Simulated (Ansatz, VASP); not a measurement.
# Two plane-wave programs on Si

File INCAR:

```
SYSTEM = Si
  ALGO = Normal
  EDIFF = 1E-8
  ENCUT = 520
  GGA = PE
  ISIF = 2
  ISMEAR = -1
  LASPH = .True.
  LCHARG = .False.
  LEFG = .True.
  LREAL = .False.
  LWAVE = .False.
  NBANDS = 11
  NELM = 100
  PREC = Accurate
  SIGMA = 0.05
```

Contents of KPOINTS:

```
k-points
0
Gamma
  10 10 10
  0 0 0
```

The input POSCAR:

```
Si
1.0
    0.0000000000      2.7144176166      2.7144176166
    2.7144176166      0.0000000000      2.7144176166
    2.7144176166      2.7144176166      0.0000000000
Si
2
Direct
   -0.2825000000     -0.0725000000     -0.0725000000
    0.2825000000      0.0725000000      0.0725000000
```

Input for Ansatz:

```yaml
crystal:
  lattice:
    - [0.0, 2.7144176166, 2.7144176166]
    - [2.7144176166, 0.0, 2.7144176166]
    - [2.7144176166, 2.7144176166, 0.0]
  atoms:
    - { symbol: Si, position: [-0.2825, -0.0725, -0.0725] }
    - { symbol: Si, position: [0.2825, 0.0725, 0.0725] }
kpoints:
  mp_grid: { grid: [10, 10, 10] }
scf:
  occupations: { method: fermi_dirac, width: 0.05 }
hamiltonian:
  xc: pbe
  pseudopotentials: { kind: paw }
output:
  forces: true
  stress: true
  eigenvalues: true
  efg: { contact_densities: true }
  populations: true
```

Change from the starting cell: shortest bond scaled by 0.58, PAW files.

Alike in both runs: task electric field gradients; functional PBE; k mesh 10 × 10 × 10; occupations fermi-dirac, width 0.05 eV; no spin polarisation.

```csv
,VASP,Ansatz
version,VASP 6.6.1,Ansatz 0.2.0
potentials or method,"VASP PAW PBE potentials, release 64 (Si)","PAW with Ansatz's default frozen-core files, scalar-relativistic"
plane-wave cutoff (eV),520,420
valence electrons in the cell,8,8
```

VASP gave:

- pressure (GPa): 113.1
- traceless stress, the component that is largest in VASP (GPa): -115.57
- rms of the force components (eV/Å): 37.497
- size of Vzz on the site where it differs most (V/Å²): 27.8

**Question.** What did Ansatz give for the same quantities?

**Answer.** Pressure (GPa): 110.8; traceless stress, the component that is largest in VASP (GPa): -113.91; rms of the force components (eV/Å): 37.038; size of Vzz on the site where it differs most (V/Å²): 77.6.

Atom by atom the forces differ by 0.459 eV/Å (rms over components). Both programs put the cell under a high pressure, so it lies far from rest at this level. One of these differences is far larger than is usual between the two programs; its cause wasn't traced.

Noted on VASP's run: the cell as given lies far from equilibrium.
